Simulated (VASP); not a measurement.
The system is Te3Pb.

```xyz
8
Lattice="7.1722 0.0000 0.0000 -3.5861 6.2113 0.0000 0.0000 0.0000 5.6278" Properties=species:S:1:pos:R:3 pbc="T T T"
Te    0.0000    2.1085    1.4069
Te    1.7601    5.1570    1.4069
Te   -1.7601    5.1570    1.4069
Te    3.5861    4.1028    4.2208
Te    1.8260    1.0542    4.2208
Te    5.3462    1.0542    4.2208
Pb    0.0000    4.1409    4.2208
Pb    3.5861    2.0704    1.4069
```

The cell was generated, and may not be a known phase.

```yaml
Program: VASP 6.6.1
Task: relaxation of cell and atoms
Functional: PBE
Potentials_or_basis: VASP PAW PBE potentials, release 64 (Te, Pb_d)
Cutoff: 600 eV
k_mesh: 6 × 6 × 8
Occupations: gaussian, width 0.1 eV
Spin: no spin polarisation
```

At the start: pressure -1.5 GPa; volume 31.34 Å³/atom.

Question: Where does the relaxation end?

Answer: Over 19 steps the energy falls by 24.7 meV/atom and the volume is 30.74 Å³/atom (-1.9 %); space group P6_3/mmc (No. 194, to 0.1 Å) before and after.

The path:
```tsv
step	energy change (eV)	largest force (eV/Å)	pressure (GPa)	volume (Å³)
1	0.0000	0.2021	-1.52	250.71
2	-0.0604	0.1547	0.36	240.04
3	-0.0604	0.1571	0.28	240.43
4	-0.0841	0.1478	0.35	240.32
5	-0.1451	0.0751	0.67	239.87
6	-0.1107	0.3201	2.07	238.38
7	-0.1673	0.0099	0.96	239.50
8	-0.1693	0.0809	1.30	239.13
9	-0.1811	0.1011	0.97	241.29
10	-0.1856	0.1343	0.55	244.28
11	-0.1858	0.1287	0.62	243.80
12	-0.1919	0.0930	0.38	244.67
13	-0.1965	0.0322	-0.04	246.31
14	-0.1965	0.0304	-0.05	246.36
15	-0.1967	0.0276	-0.05	246.27
16	-0.1972	0.0194	-0.02	245.98
17	-0.1976	0.0026	0.04	245.40
18	-0.1977	0.0015	0.01	245.68
19	-0.1978	0.0048	-0.03	245.90
```

Final structure:
```
Te Pb
1.0
     6.87781    0.00000    0.00000
    -3.43891    5.95636    0.00000
     0.00000    0.00000    6.00242
Te Pb
6 2
Direct
  0.17537 0.35074 0.25000
  0.64926 0.82463 0.25000
  0.17537 0.82463 0.25000
  0.82463 0.64926 0.75000
  0.35074 0.17537 0.75000
  0.82463 0.17537 0.75000
  0.33333 0.66667 0.75000
  0.66667 0.33333 0.25000
```
